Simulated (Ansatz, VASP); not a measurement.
Nb3Si2O in VASP and in Ansatz

Contents of INCAR:

```
PREC = Accurate
ENCUT = 600
EDIFF = 1E-6
ISMEAR = 0
SIGMA = 0.1
LREAL = False
LASPH = True
NELM = 60
ALGO = Normal
ISIF = 3
LWAVE = False
LCHARG = False
GGA = PE
IBRION = 2
NSW = 100
EDIFFG = -0.01
```

Contents of KPOINTS:

```
regular mesh
0
Gamma
  12 12 4
```

POSCAR

```
Nb3Si2O
1.0
    2.9991664033      0.0000000000      0.0000000000
   -1.4995832017      2.5973542954      0.0000000000
    0.0000000000      0.0000000000     12.1366138032
Nb Si O
3 2 1
Direct
    0.0000000000      0.0000000000      0.5000000000
    0.0000000000      0.0000000000      0.1568840924
    0.0000000000      0.0000000000      0.8431159076
    0.3333333333      0.6666666667      0.3333403668
    0.3333333333      0.6666666667      0.6666596332
    0.0000000000      0.0000000000      0.0000000000
```

Input for Ansatz:

```yaml
crystal:
  lattice:
    - [2.9991664033, 0.0, 0.0]
    - [-1.4995832017, 2.5973542954, 0.0]
    - [0.0, 0.0, 12.1366138032]
  atoms:
    - { symbol: Nb, position: [0.0, 0.0, 0.5] }
    - { symbol: Nb, position: [0.0, 0.0, 0.1568840924] }
    - { symbol: Nb, position: [0.0, 0.0, 0.8431159076] }
    - { symbol: Si, position: [0.3333333333, 0.6666666667, 0.3333403668] }
    - { symbol: Si, position: [0.3333333333, 0.6666666667, 0.6666596332] }
    - { symbol: O, position: [0.0, 0.0, 0.0] }
basis:
  ecutwfc: 420
kpoints:
  mp_grid: { grid: [12, 12, 4] }
hamiltonian:
  xc: pbe
scf:
  occupations: { method: gaussian, width: 0.1 }
output:
  forces: true
  stress: true
  eigenvalues: true
relax:
  adjacent_minimum: "off"
  f_tol: 0.01
  max_steps: 80
  cell: { stress_tol: 0.05 }
```

Alike in both runs: task relaxation of cell and atoms; functional PBE; k mesh 12 × 12 × 4; occupations gaussian, width 0.1 eV; no spin polarisation.

|  | VASP | Ansatz |
| --- | --- | --- |
| version | VASP 6.6.1 | Ansatz 0.2.0 |
| potentials or method | VASP PAW PBE potentials, release 64 (Nb_sv, Si, O), cutoff 600 eV | scalar-relativistic, plane waves, PAW |
| valence electrons in the cell | 53 | 53 |

Ansatz gave:

```
gap on the k mesh at the Fermi level, each at its own relaxed structure (eV)  : none
relaxed volume (Å³/atom)                                                      : 15.82
relaxed length of the cell vector where the two differ most in proportion (Å) : 12.096
```

Task: What did VASP give for the same quantities?

Result: gap on the k mesh at the Fermi level, each at its own relaxed structure (eV): none; relaxed volume (Å³/atom): 15.79; relaxed length of the cell vector where the two differ most in proportion (Å): 12.088.

A gap of «none» marks a metal or a gap that the smearing closes.
